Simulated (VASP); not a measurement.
# Pb (Im-3m) in VASP: single point with LDA

Aim: the single point of Pb with LDA.

All numbers are computed with VASP 6.6.1; they aren't measurements. Logs are shortened: lines on timing, memory, paths and dates and some standing lists are left out, and cuts for length are marked.

## Step 1: The cell of the first run

The structure is cubic, space group Im-3m (No. 229). Conventional cell: a = 3.959 Å, b = 3.959 Å, c = 3.959 Å, α = 90.00°, β = 90.00°, γ = 90.00°. Pb (site symmetry m-3m) has 14 Pb at 3.43 to 3.96 Å within 4.5 Å.

## Step 2: Single point, LDA

INCAR reads:

```
SYSTEM = Pb
PREC = Accurate
ENCUT = 500
EDIFF = 1E-6
ISMEAR = 0
SIGMA = 0.1
LREAL = .False.
LASPH = .True.
NELM = 120
ALGO = Normal
ISIF = 2
LWAVE = .False.
LCHARG = .False.
NBANDS = 13
GGA_COMPAT = .False.
```

KPOINTS reads:

```
regular mesh
0
Gamma
  6 6 6
  0 0 0
```

POSCAR reads:

```
Pb
1.0
   -1.9796595667      1.9796595667      1.9796595667
    1.9796595667     -1.9796595667      1.9796595667
    1.9796595667      1.9796595667     -1.9796595667
Pb
1
Direct
    0.0000000000      0.0000000000      0.0000000000
```

Potentials or basis: VASP PAW LDA potentials, release 64 (Pb_d).

On the command line:

```console
$ cat potpaw_LDA.64/Pb_d/POTCAR > POTCAR
$ mpirun -np 1 vasp_std > vasp.out
```

OUTCAR:

```text
SYSTEM = Pb
   PREC = Accurate
   ENCUT = 500
   EDIFF = 1E-6
   ISMEAR = 0
   LREAL = .False.
   LASPH = .True.
   NELM = 120
   ISIF = 2

 ion  position               nearest neighbor table
   1  0.000  0.000  0.000-

  LATTYP: Found a body centered cubic cell.
 ALAT       =     3.9593191334

  Lattice vectors:

 A1 = (  -1.9796595667,   1.9796595667,   1.9796595667)
 A2 = (   1.9796595667,  -1.9796595667,   1.9796595667)
 A3 = (   1.9796595667,   1.9796595667,  -1.9796595667)

Analysis of symmetry for initial positions (statically):
=====================================================================
 Subroutine PRICEL returns:
 Original cell was already a primitive cell.

 Routine SETGRP: Setting up the symmetry group for a
 body centered cubic supercell.

 Subroutine GETGRP returns: Found 48 space group operations
 (whereof 48 operations were pure point group operations)
 out of a pool of 48 trial point group operations.

The static configuration has the point symmetry O_h .

Analysis of symmetry for dynamics (positions and initial velocities):
=====================================================================
 Subroutine PRICEL returns:
 Original cell was already a primitive cell.

 Routine SETGRP: Setting up the symmetry group for a
 body centered cubic supercell.

 Subroutine GETGRP returns: Found 48 space group operations
 (whereof 48 operations were pure point group operations)
 out of a pool of 48 trial point group operations.

The dynamic configuration has the point symmetry O_h .

 Subroutine INISYM returns: Found 48 space group operations
 (whereof 48 operations are pure point group operations),
 and found     1 'primitive' translations

----------------------------------------------------------------------------------------

                                     Primitive cell

  volume of cell :      31.0336

  direct lattice vectors                    reciprocal lattice vectors
    -1.979659567  1.979659567  1.979659567     0.000000000  0.252568678  0.252568678
     1.979659567 -1.979659567  1.979659567     0.252568678  0.000000000  0.252568678
     1.979659567  1.979659567 -1.979659567     0.252568678  0.252568678  0.000000000

  length of vectors
     3.428870951  3.428870951  3.428870951     0.357186050  0.357186050  0.357186050

  position of ions in fractional coordinates (direct lattice)
     0.000000000  0.000000000  0.000000000

  ion indices of the primitive-cell ions
   primitive index   ion index
                 1           1

----------------------------------------------------------------------------------------

 KPOINTS: regular mesh

Automatic generation of k-mesh.
 Grid dimensions read from file:
 generate k-points for:    6    6    6

 Generating k-lattice:

  Cartesian coordinates                     Fractional coordinates (reciprocal lattice)
     0.000000000  0.042094780  0.042094780     0.166666667  0.000000000  0.000000000
     0.042094780  0.000000000  0.042094780     0.000000000  0.166666667  0.000000000
     0.042094780  0.042094780  0.000000000     0.000000000  0.000000000  0.166666667

  Length of vectors
     0.059531008  0.059531008  0.059531008

  Shift w.r.t. Gamma in fractional coordinates (k-lattice)
     0.000000000  0.000000000  0.000000000

 Subroutine IBZKPT returns following result:
 ===========================================

 Found     16 irreducible k-points:

 Following reciprocal coordinates:
            Coordinates               Weight
  0.000000  0.000000  0.000000      1.000000
  0.166667  0.000000  0.000000     12.000000
  0.333333  0.000000  0.000000     12.000000
  0.500000  0.000000  0.000000      6.000000
  0.166667  0.166667  0.000000     24.000000
  0.333333  0.166667  0.000000     48.000000
[... 8 lines left out ...]
  0.500000  0.500000  0.333333     12.000000
  0.500000  0.500000  0.500000      1.000000
   k-points           NKPTS =     16   k-points in BZ     NKDIM =     16   number of bands    NBANDS=     13
   number of dos      NEDOS =    301   number of ions     NIONS =      1
   total plane-waves  NPLWV =  21952
   dimension x,y,z NGX =    28 NGY =   28 NGZ =   28
   dimension x,y,z NGXF=    56 NGYF=   56 NGZF=   56
   ions per type =               1
   NGX,Y,Z   is equivalent  to a cutoff of  13.58, 13.58, 13.58 a.u.
   NGXF,Y,Z  is equivalent  to a cutoff of  27.15, 27.15, 27.15 a.u.
 SYSTEM =  Pb
   PREC   = accura    normal or accurate (medium, high low for compatibility)
   ISTART =      0    job   : 0-new  1-cont  2-samecut
   ICHARG =      2    charge: 1-file 2-atom 10-const
   ISPIN  =      1    spin polarized calculation?
   LNONCOLLINEAR =      F non collinear calculations
   LSORBIT =      F    spin-orbit coupling
   LASPH  =      T    aspherical Exc in radial PAW
   ENCUT  =  500.0 eV  36.75 Ry    6.06 a.u.   6.25  6.25  6.25*2*pi/ulx,y,z
   NELM   =    120;   NELMIN=  2; NELMDL= -5     # of ELM steps
   EDIFF  = 0.1E-05   stopping-criterion for ELM
   LREAL  =      F    real-space projection
   EDIFFG = 0.1E-04   stopping-criterion for IOM
   NSW    =      0    number of steps for IOM
   IBRION =     -1    ionic relax: 0-MD 1-quasi-New 2-CG
   NFREE  =      0    steps in history (QN), initial steepest desc. (CG)
   ISIF   =      2    stress and relaxation
   ISYM   =      2    0-nonsym 1-usesym 2-fastsym
   POTIM  = 0.5000    time-step for ionic-motion
   TEBEG  =    0.0;   TEEND  =   0.0 temperature during run
   PSTRESS=    0.0 pullay stress
   NELECT =      14.0000    total number of electrons
   NUPDOWN=      -1.0000    fix difference up-down
   EMIN   =  10.00;   EMAX   =-10.00  energy-range for DOS
   EFERMI =   0.00;   METHOD = LEGACY
   ISMEAR =     0;   SIGMA  =   0.10  broadening in eV -4-tet -1-fermi 0-gaus
   EFERMI_NEDOS =   21; number of points for ismear=-14 and -15
   IALGO  =     38    algorithm
   IMIX   =      4    mixing-type and parameters
     AMIX     =   0.40;   BMIX     =  1.00
     AMIX_MAG =   1.60;   BMIX_MAG =  1.00
  volume/ion in A,a.u.               =      31.03       209.42
  Fermi-wavevector in a.u.,A,eV,Ry     =   1.255568  2.372680 21.448927  1.576452
  Thomas-Fermi vector in A             =   2.389319
   LORBIT       =      0    0 simple, 1 ext, 2 COOP (PROOUT), +10 PAW based schemes
   GGA     = CA    functional components
   LHFCALC =     F    Hartree Fock is set to
   AEXX    =    0.0000 exact exchange contribution
   IVDW    =     0    specifies the selected vdW correction
   LEPSILON=     F    determine dielectric tensor
   LRPA    =     F    only Hartree local field effects (RPA)
 non-spin polarized calculation
 Gauss-broadening in eV      SIGMA  =   0.10
  energy-cutoff  :      500.00
  volume of cell :       31.03
 maximum number of plane-waves:       798
 NGX is ok and might be reduce to    28
   NGX = 13   NGY = 13   NGZ = 13

 number of electron      14.0000002 magnetization

 Free energy of the ion-electron system (eV)
  ---------------------------------------------------
  ext. energy  EPLUGINS =         0.00000000
  ---------------------------------------------------
  free energy    TOTEN  =        -4.20489656 eV

  energy without entropy =       -4.20207539  energy(sigma->0) =       -4.20348598

 E-fermi :   6.6243     XC(G=0): -10.3499

 val. band max:        6.5814111180   @ k =  -0.3333   0.3333   0.3333
 cond. band min:       7.0426398615   @ k =   0.5000   0.5000   0.3333
 fundamental gap:      0.4612287435
 Fermi energy:         6.6242728244

 k-point     1 :       0.0000    0.0000    0.0000
  band No.  band energies     occupation
      1     -10.3078      2.00000
      2     -10.3078      2.00000
      3     -10.3078      2.00000
      4     -10.0787      2.00000
      5     -10.0787      2.00000
      6      -4.8682      2.00000
      7      14.1029      0.00000
      8      14.1029      0.00000
      9      14.1029      0.00000
     10      17.8743      0.00000
     11      17.8743      0.00000
     12      17.8743      0.00000
     13      18.3886      0.00000

 k-point     2 :       0.1667    0.0000    0.0000
  band No.  band energies     occupation
      1     -10.3278      2.00000
      2     -10.2862      2.00000
      3     -10.2190      2.00000
      4     -10.0988      2.00000
      5     -10.0807      2.00000
      6      -4.3174      2.00000
      7      10.2803      0.00000
      8      12.6747      0.00000
      9      13.4459      0.00000
     10      15.9554      0.00000
     11      16.8852      0.00000
     12      17.8002      0.00000
     13      19.9405      0.00000

 k-point     3 :       0.3333    0.0000    0.0000
  band No.  band energies     occupation
      1     -10.3676      2.00000
      2     -10.2840      2.00000
      3     -10.1074      2.00000
      4     -10.0842      2.00000
      5     -10.0354      2.00000
      6      -2.7220      2.00000
      7       5.4991      2.00000
      8      10.8112      0.00000
      9      12.2901      0.00000
     10      14.6604      0.00000
     11      15.9673      0.00000
     12      19.1328      0.00000
     13      20.7333      0.00000

 k-point     4 :       0.5000    0.0000    0.0000
  band No.  band energies     occupation
      1     -10.3874      2.00000
      2     -10.3047      2.00000
      3     -10.0939      2.00000
      4     -10.0857      2.00000
      5      -9.9403      2.00000
      6      -1.1533      2.00000
      7       2.8110      2.00000
      8      10.0828      0.00000
      9      11.8053      0.00000
     10      14.2660      0.00000
     11      15.6599      0.00000
     12      20.5319      0.00000
     13      21.3193      0.00000

 k-point     5 :       0.1667    0.1667    0.0000
  band No.  band energies     occupation
      1     -10.3330      2.00000
      2     -10.2758      2.00000
      3     -10.1178      2.00000
      4     -10.1064      2.00000
      5     -10.0796      2.00000
      6      -3.2375      2.00000
      7       7.3111      0.00000
      8       9.8082      0.00000
      9      12.0325      0.00000
     10      16.3922      0.00000
     11      16.8416      0.00000
     12      19.0108      0.00000
     13      20.6832      0.00000
[... 129 lines left out ...]
 k-point    14 :      -0.3333    0.3333    0.3333
  band No.  band energies     occupation
      1     -10.2848      2.00000
      2     -10.2281      2.00000
      3     -10.0833      2.00000
      4     -10.0833      2.00000
      5     -10.0582      2.00000
      6      -0.7889      2.00000
      7       6.5814      1.45559
      8       7.7119      0.00000
      9       7.7119      0.00000
     10      12.1618      0.00000
     11      16.2792      0.00000
     12      21.7450      0.00000
     13      22.0218      0.00000

 k-point    15 :       0.5000    0.5000    0.3333
  band No.  band energies     occupation
      1     -10.3131      2.00000
      2     -10.2915      2.00000
      3     -10.0826      2.00000
      4     -10.0324      2.00000
      5      -9.9663      2.00000
      6       0.4672      2.00000
      7       5.0495      2.00000
      8       7.0426      0.00000
      9       7.7777      0.00000
     10      12.6248      0.00000
     11      13.5365      0.00000
     12      21.3587      0.00000
     13      21.8299      0.00000

 k-point    16 :       0.5000    0.5000    0.5000
  band No.  band energies     occupation
      1     -10.3558      2.00000
      2     -10.3558      2.00000
      3      -9.9749      2.00000
      4      -9.9749      2.00000
      5      -9.9749      2.00000
      6       1.4557      2.00000
      7       6.3740      1.99960
      8       6.3740      1.99960
      9       6.3740      1.99960
     10      11.3867      0.00000
     11      11.3867      0.00000
     12      23.0950      0.00000
     13      25.8236      0.00000

------------------------ aborting loop because EDIFF is reached ----------------------------------------

  FORCE on cell =-STRESS in cart. coord.  units (eV):
  Direction    XX          YY          ZZ          XY          YZ          ZX
  --------------------------------------------------------------------------------------
  -------------------------------------------------------------------------------------
  Total       -0.6300174     -0.6300174     -0.6300174      0.0000000     -0.0000000     -0.0000000
  in kB      -32.5260680    -32.5260680    -32.5260680      0.0000000     -0.0000000     -0.0000000
  external PRESSURE =     -32.5260680 kB  Pullay stress =       0.0000000 kB

 VOLUME and BASIS-vectors are now :
 -----------------------------------------------------------------------------
  energy-cutoff  :      500.00
  volume of cell :       31.03
      direct lattice vectors                 reciprocal lattice vectors
    -1.979659567  1.979659567  1.979659567     0.000000000  0.252568678  0.252568678
     1.979659567 -1.979659567  1.979659567     0.252568678  0.000000000  0.252568678
     1.979659567  1.979659567 -1.979659567     0.252568678  0.252568678  0.000000000

 POSITION                                       TOTAL-FORCE (eV/Angst)
 -----------------------------------------------------------------------------------
      0.00000      0.00000      0.00000         0.000000      0.000000     -0.000000
 -----------------------------------------------------------------------------------
    total drift:                               -0.000000     -0.000000     -0.000000

  FREE ENERGIE OF THE ION-ELECTRON SYSTEM (eV)
  ---------------------------------------------------
  free  energy   TOTEN  =        -4.2048965624 eV

  energy  without entropy=       -4.2020753891  energy(sigma->0) =       -4.20348598
```

Run time: 10 s. Hardware: 1 thread of Intel Xeon 8259CL, shared host; peak memory 0.14 GiB.

Results:

```
Free energy            : -4.2049 eV
Pressure               : -3.3 GPa
Band gap on the k mesh : zero (band 7 reaches 14.10 eV, above the bottom of band 8 at 4.75 eV)
```

Caveat: the k points lie up to 0.37 Å⁻¹ apart; spin-orbit coupling is left out, which moves the levels of the heavy elements.
